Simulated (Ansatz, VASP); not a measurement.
ZnO in VASP and in Ansatz

```xyz
4
Lattice="3.2353 0.0000 0.0000 -1.6176 2.8018 0.0000 0.0000 0.0000 5.2113" Properties=species:S:1:pos:R:3 pbc="T T T"
Zn    0.0000    1.8679    0.0061
Zn    1.6176    0.9339    2.6117
O     0.0000    1.8679    1.9846
O     1.6176    0.9339    4.5903
```

Change from the starting cell: polar distortion scaled by 1.00.

Alike in both runs: task single point; functional r2SCAN; k mesh 9 × 9 × 6; no spin polarisation.

|  | VASP | Ansatz |
| --- | --- | --- |
| version | VASP 6.6.1 | Ansatz 0.2.0 |
| potentials or method | VASP PAW PBE potentials, release 64 (Zn, O), cutoff 520 eV | scalar-relativistic, plane waves, PAW |
| occupations | gaussian, width 0.01 eV | fixed |
| valence electrons in the cell | 36 | 36 |

Ansatz gave:

* gap on the k mesh at the Fermi level (eV): 1.23
* least direct gap on the mesh (eV): 1.23
* pressure (GPa): 0.0
* rms of the force components (eV/Å): 0.000

Question: What did VASP give for the same quantities?

Answer: gap on the k mesh at the Fermi level (eV): 1.23; least direct gap on the mesh (eV): 1.23; pressure (GPa): 1.0; rms of the force components (eV/Å): 0.006.

VASP's potentials were made for PBE, not for r2SCAN. Atom by atom the forces differ by 0.006 eV/Å (rms over components).
